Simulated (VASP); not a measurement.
# Pt (P6_3/mmc) in VASP: further runs

The runs below take Pt through single point, with PBE.

Everything below comes from runs of VASP 6.6.1. Logs are shortened: lines on timing, memory, paths and dates and some standing lists are left out, and cuts for length are marked.

## 1. The cell of the first run

The structure is hexagonal, space group P6_3/mmc (No. 194). The conventional cell has a = 2.710 Å, b = 2.710 Å, c = 4.841 Å, α = 90.00°, β = 90.00°, γ = 120.00°. Pt (site symmetry -6m2) has 12 Pt at 2.71 to 2.88 Å within 3.6 Å.

## 2. Single point, PBE

INCAR reads:

```
SYSTEM = Pt
PREC = Accurate ; ENCUT = 520
EDIFF = 1E-7 ; ISMEAR = 0
SIGMA = 0.15 ; LREAL = .False.
LASPH = .True. ; NELM = 100
ALGO = Normal ; ISIF = 2
LWAVE = .False. ; LCHARG = .False.
GGA = PE ; NBANDS = 17
```

KPOINTS reads:

```
Automatic mesh
0
Gamma
  18 18 10
  0 0 0
```

POSCAR reads:

```
Pt
1.0
    2.7103000000      0.0000000000      0.0000000000
   -1.3551500000      2.3471886519      0.0000000000
    0.0000000000      0.0000000000      4.8412000000
Pt
2
Direct
    0.6666666667      0.3333333333      0.7500000000
    0.3333333333      0.6666666667      0.2500000000
```

Potentials or basis: VASP PAW PBE potentials, release 64 (Pt).

Launch:

```console
$ cat potpaw_PBE.64/Pt/POTCAR > POTCAR
$ mpirun -np 1 vasp_std > vasp.out
```

OUTCAR:

```text
SYSTEM = Pt
   PREC = Accurate
   ENCUT = 520
   EDIFF = 1E-7
   ISMEAR = 0
   LREAL = .False.
   LASPH = .True.
   NELM = 100
   ISIF = 2
   GGA = PE

 ion  position               nearest neighbor table
   1  0.667  0.333  0.750-   2 2.88   2 2.88   2 2.88   2 2.88   2 2.88   2 2.88
   2  0.333  0.667  0.250-   1 2.88   1 2.88   1 2.88   1 2.88   1 2.88   1 2.88

  LATTYP: Found a hexagonal cell.
 ALAT       =     2.7103000000
 C/A-ratio  =     1.7862229274

  Lattice vectors:

 A1 = (   2.7103000000,   0.0000000000,   0.0000000000)
 A2 = (  -1.3551500000,   2.3471886519,   0.0000000000)
 A3 = (   0.0000000000,   0.0000000000,   4.8412000000)

Analysis of symmetry for initial positions (statically):
=====================================================================
 Subroutine PRICEL returns:
 Original cell was already a primitive cell.

 Routine SETGRP: Setting up the symmetry group for a
 hexagonal supercell.

 Subroutine GETGRP returns: Found 24 space group operations
 (whereof 12 operations were pure point group operations)
 out of a pool of 24 trial point group operations.

The static configuration has the point symmetry D_3d.
 The point group associated with its full space group is D_6h.

Analysis of symmetry for dynamics (positions and initial velocities):
=====================================================================
 Subroutine PRICEL returns:
 Original cell was already a primitive cell.

 Routine SETGRP: Setting up the symmetry group for a
 hexagonal supercell.

 Subroutine GETGRP returns: Found 24 space group operations
 (whereof 12 operations were pure point group operations)
 out of a pool of 24 trial point group operations.

The dynamic configuration has the point symmetry D_3d.
 The point group associated with its full space group is D_6h.

 Subroutine INISYM returns: Found 24 space group operations
 (whereof 12 operations are pure point group operations),
 and found     1 'primitive' translations

----------------------------------------------------------------------------------------

                                     Primitive cell

  volume of cell :      30.7977

  direct lattice vectors                    reciprocal lattice vectors
     2.710300000  0.000000000  0.000000000     0.368962845  0.213020798  0.000000000
    -1.355150000  2.347188652  0.000000000     0.000000000  0.426041596  0.000000000
     0.000000000  0.000000000  4.841200000     0.000000000  0.000000000  0.206560357

  length of vectors
     2.710300000  2.710300000  4.841200000     0.426041596  0.426041596  0.206560357

  position of ions in fractional coordinates (direct lattice)
     0.666666667  0.333333333  0.750000000
     0.333333333  0.666666667  0.250000000

  ion indices of the primitive-cell ions
   primitive index   ion index
                 1           1
                 2           2

----------------------------------------------------------------------------------------

 KPOINTS: Automatic mesh

Automatic generation of k-mesh.
 Grid dimensions read from file:
 generate k-points for:   18   18   10

 Generating k-lattice:

  Cartesian coordinates                     Fractional coordinates (reciprocal lattice)
     0.020497936  0.011834489  0.000000000     0.055555556 -0.000000000  0.000000000
     0.000000000  0.023668978  0.000000000     0.000000000  0.055555556  0.000000000
     0.000000000  0.000000000  0.020656036     0.000000000  0.000000000  0.100000000

  Length of vectors
     0.023668978  0.023668978  0.020656036

  Shift w.r.t. Gamma in fractional coordinates (k-lattice)
     0.000000000  0.000000000  0.000000000

 Subroutine IBZKPT returns following result:
 ===========================================

 Found    222 irreducible k-points:

 Following reciprocal coordinates:
            Coordinates               Weight
  0.000000  0.000000  0.000000      1.000000
  0.055556  0.000000  0.000000      6.000000
  0.111111  0.000000  0.000000      6.000000
  0.166667  0.000000  0.000000      6.000000
  0.222222  0.000000  0.000000      6.000000
  0.277778  0.000000  0.000000      6.000000
[... 16 lines left out ...]
  0.333333  0.111111  0.000000     12.000000
  0.388889  0.111111  0.000000     12.000000
 [... further k-points ...]
   k-points           NKPTS =    222   k-points in BZ     NKDIM =    222   number of bands    NBANDS=     17
   number of dos      NEDOS =    301   number of ions     NIONS =      2
   total plane-waves  NPLWV =  14400
   dimension x,y,z NGX =    20 NGY =   20 NGZ =   36
   dimension x,y,z NGXF=    40 NGYF=   40 NGZF=   72
   ions per type =               2
   NGX,Y,Z   is equivalent  to a cutoff of  12.27, 12.27, 12.36 a.u.
   NGXF,Y,Z  is equivalent  to a cutoff of  24.54, 24.54, 24.72 a.u.
 SYSTEM =  Pt
   PREC   = accura    normal or accurate (medium, high low for compatibility)
   ISTART =      0    job   : 0-new  1-cont  2-samecut
   ICHARG =      2    charge: 1-file 2-atom 10-const
   ISPIN  =      1    spin polarized calculation?
   LNONCOLLINEAR =      F non collinear calculations
   LSORBIT =      F    spin-orbit coupling
   LASPH  =      T    aspherical Exc in radial PAW
   ENCUT  =  520.0 eV  38.22 Ry    6.18 a.u.   5.04  5.04  9.00*2*pi/ulx,y,z
   NELM   =    100;   NELMIN=  2; NELMDL= -5     # of ELM steps
   EDIFF  = 0.1E-06   stopping-criterion for ELM
   LREAL  =      F    real-space projection
   EDIFFG = 0.1E-05   stopping-criterion for IOM
   NSW    =      0    number of steps for IOM
   IBRION =     -1    ionic relax: 0-MD 1-quasi-New 2-CG
   NFREE  =      0    steps in history (QN), initial steepest desc. (CG)
   ISIF   =      2    stress and relaxation
   ISYM   =      2    0-nonsym 1-usesym 2-fastsym
   POTIM  = 0.5000    time-step for ionic-motion
   TEBEG  =    0.0;   TEEND  =   0.0 temperature during run
   PSTRESS=    0.0 pullay stress
   NELECT =      20.0000    total number of electrons
   NUPDOWN=      -1.0000    fix difference up-down
   EMIN   =  10.00;   EMAX   =-10.00  energy-range for DOS
   EFERMI =   0.00;   METHOD = LEGACY
   ISMEAR =     0;   SIGMA  =   0.15  broadening in eV -4-tet -1-fermi 0-gaus
   EFERMI_NEDOS =   21; number of points for ismear=-14 and -15
   IALGO  =     38    algorithm
   IMIX   =      4    mixing-type and parameters
     AMIX     =   0.40;   BMIX     =  1.00
     AMIX_MAG =   1.60;   BMIX_MAG =  1.00
  volume/ion in A,a.u.               =      15.40       103.92
  Fermi-wavevector in a.u.,A,eV,Ry     =   1.417682  2.679030 27.345276  2.009821
  Thomas-Fermi vector in A             =   2.538886
   LORBIT       =      0    0 simple, 1 ext, 2 COOP (PROOUT), +10 PAW based schemes
   GGA     = PE    functional components
   LHFCALC =     F    Hartree Fock is set to
   AEXX    =    0.0000 exact exchange contribution
   IVDW    =     0    specifies the selected vdW correction
   LEPSILON=     F    determine dielectric tensor
   LRPA    =     F    only Hartree local field effects (RPA)
 non-spin polarized calculation
 Gauss-broadening in eV      SIGMA  =   0.15
  energy-cutoff  :      520.00
  volume of cell :       30.80
 maximum number of plane-waves:       844
   NGX = 11   NGY = 11   NGZ = 19

 number of electron      19.9999998 magnetization

 Free energy of the ion-electron system (eV)
  ---------------------------------------------------
  ext. energy  EPLUGINS =         0.00000000
  ---------------------------------------------------
  free energy    TOTEN  =       -12.07128376 eV

  energy without entropy =      -12.03524552  energy(sigma->0) =      -12.05326464

 E-fermi :  10.8257     XC(G=0): -13.3556

 val. band max:       10.8222978719   @ k =   0.2778   0.1667   0.5000
 cond. band min:      10.8283165347   @ k =   0.3889   0.0000   0.0000
 fundamental gap:      0.0060186628
 Fermi energy:        10.8256769376

 k-point     1 :       0.0000    0.0000    0.0000
  band No.  band energies     occupation
      1       0.8751      2.00000
      2       3.4194      2.00000
      3       6.5426      2.00000
      4       7.2544      2.00000
      5       7.2544      2.00000
      6       7.5900      2.00000
[... 9 lines left out ...]
     16      28.0707      0.00000
     17      32.6294      0.00000

 k-point     2 :       0.0556    0.0000    0.0000
  band No.  band energies     occupation
      1       0.9938      2.00000
      2       3.5325      2.00000
      3       6.5613      2.00000
      4       7.2180      2.00000
      5       7.3467      2.00000
      6       7.5272      2.00000
[... 9 lines left out ...]
     16      28.2517      0.00000
     17      31.8824      0.00000

 k-point     3 :       0.1111    0.0000    0.0000
  band No.  band energies     occupation
      1       1.3407      2.00000
      2       3.8521      2.00000
      3       6.5540      2.00000
      4       7.1660      2.00000
      5       7.3980      2.00000
      6       7.6189      2.00000
[... 9 lines left out ...]
     16      28.6033      0.00000
     17      30.6822      0.00000

 k-point     4 :       0.1667    0.0000    0.0000
  band No.  band energies     occupation
      1       1.8847      2.00000
      2       4.2997      2.00000
      3       6.4527      2.00000
      4       7.0028      2.00000
      5       7.3553      2.00000
      6       7.5296      2.00000
[... 9 lines left out ...]
     16      28.7596      0.00000
     17      29.4443      0.00000
[... 343 lines left out ...]
      1       4.1618      2.00000
      2       4.9042      2.00000
      3       5.5775      2.00000
      4       6.5716      2.00000
      5       7.1742      2.00000
      6       7.3757      2.00000
[... 9 lines left out ...]
     16      25.9765      0.00000
     17      27.0657      0.00000

 k-point    23 :       0.3333    0.1111    0.0000
  band No.  band energies     occupation
      1       4.4434      2.00000
      2       4.6987      2.00000
      3       5.2751      2.00000
      4       7.0032      2.00000
      5       7.2628      2.00000
      6       7.6277      2.00000
[... 9 lines left out ...]
     16      24.9718      0.00000
     17      25.2705      0.00000

 k-point    24 :       0.3889    0.1111    0.0000
  band No.  band energies     occupation
      1       4.4831      2.00000
      2       4.5953      2.00000
      3       5.0908      2.00000
      4       7.2224      2.00000
      5       7.4950      2.00000
      6       7.6591      2.00000
[... 9 lines left out ...]
     16      23.4356      0.00000
     17      24.7027      0.00000

 [... further k-points ...]
[... 5 lines left out ...]
  --------------------------------------------------------------------------------------
  -------------------------------------------------------------------------------------
  Total        1.8090063      1.8090063      0.1787658      0.0000000      0.0000000      0.0000000
  in kB       94.1092436     94.1092436      9.2998648      0.0000000      0.0000000      0.0000000
  external PRESSURE =      65.8394507 kB  Pullay stress =       0.0000000 kB

 VOLUME and BASIS-vectors are now :
 -----------------------------------------------------------------------------
  energy-cutoff  :      520.00
  volume of cell :       30.80
      direct lattice vectors                 reciprocal lattice vectors
     2.710300000  0.000000000  0.000000000     0.368962845  0.213020798  0.000000000
    -1.355150000  2.347188652  0.000000000     0.000000000  0.426041596  0.000000000
     0.000000000  0.000000000  4.841200000     0.000000000  0.000000000  0.206560357

 POSITION                                       TOTAL-FORCE (eV/Angst)
 -----------------------------------------------------------------------------------
      1.35515      0.78240      3.63090         0.000000      0.000000      0.000000
     -0.00000      1.56479      1.21030         0.000000     -0.000000      0.000000
 -----------------------------------------------------------------------------------
    total drift:                               -0.000000      0.000000     -0.000000

  FREE ENERGIE OF THE ION-ELECTRON SYSTEM (eV)
  ---------------------------------------------------
  free  energy   TOTEN  =       -12.0712837591 eV

  energy  without entropy=      -12.0352455187  energy(sigma->0) =      -12.05326464
```

It took 38 s on 1 thread of Intel Xeon Platinum 8481C at 2.70GHz (Sapphire Rapids), shared host; peak memory 0.22 GiB.

What came out:

```
Free energy            : -12.0713 eV
Pressure               : 6.6 GPa
Band gap on the k mesh : zero (band 10 reaches 11.46 eV, above the bottom of band 11 at 10.06 eV)
```

Caveat: spin-orbit coupling is left out, which moves the levels of the heavy elements.

## 3. Single point, PBE

This run uses another cell than the first one, of 15.50 Å³/atom, 1.006 times its volume.

INCAR reads:

```
SYSTEM = Pt
ALGO = Normal
EDIFF = 1E-6
ENCUT = 520
GGA = PE
ISIF = 2
ISMEAR = 0
LASPH = .True.
LCHARG = .False.
LREAL = .False.
LWAVE = .False.
NBANDS = 17
NELM = 80
PREC = Accurate
SIGMA = 0.15
```

KPOINTS reads:

```
k-points
0
Gamma
  18 18 10
  0 0 0
```

POSCAR reads:

```
Pt
1.0
    2.8068000000      0.0000000000      0.0000000000
   -1.4034000000      2.4307601033      0.0000000000
    0.0000000000      0.0000000000      4.5423000000
Pt
2
Direct
    0.6666666667      0.3333333333      0.7500000000
    0.3333333333      0.6666666667      0.2500000000
```

Potentials or basis: VASP PAW PBE potentials, release 64 (Pt).

Launch:

```console
$ cat potpaw_PBE.64/Pt/POTCAR > POTCAR
$ mpirun -np 1 vasp_std > vasp.out
```

It took 32 s on 1 thread of Intel Xeon Platinum 8481C at 2.70GHz (Sapphire Rapids), shared host; peak memory 0.23 GiB.

It converged, with:

```
Free energy            : -12.0537 eV
Pressure               : 3.7 GPa
Band gap on the k mesh : zero (band 10 reaches 11.05 eV, above the bottom of band 11 at 9.86 eV)
```

Stress tensor (GPa, compression positive):
```
0.72 0.00 0.00
0.00 0.72 0.00
0.00 0.00 9.80
```

Levels at points of the mesh, in eV from the Fermi level:
| k point | band 8 | band 9 | band 10 | band 11 | band 12 | band 13 |
| --- | --- | --- | --- | --- | --- | --- |
| (0.00, 0.00, 0.00) | -2.36 | -2.36 | -0.29 | -0.29 | -0.28 | 5.70 |
| (0.50, 0.00, 0.00) | -0.03 | 0.21 | 0.28 | 2.13 | 3.49 | 7.62 |
| (0.00, 0.00, 0.50) | -3.60 | -0.89 | -0.89 | -0.89 | -0.89 | 13.41 |
| (0.50, 0.00, 0.50) | -0.93 | 0.16 | 0.16 | 1.66 | 1.66 | 6.34 |

Caveat: spin-orbit coupling is left out, which moves the levels of the heavy elements.
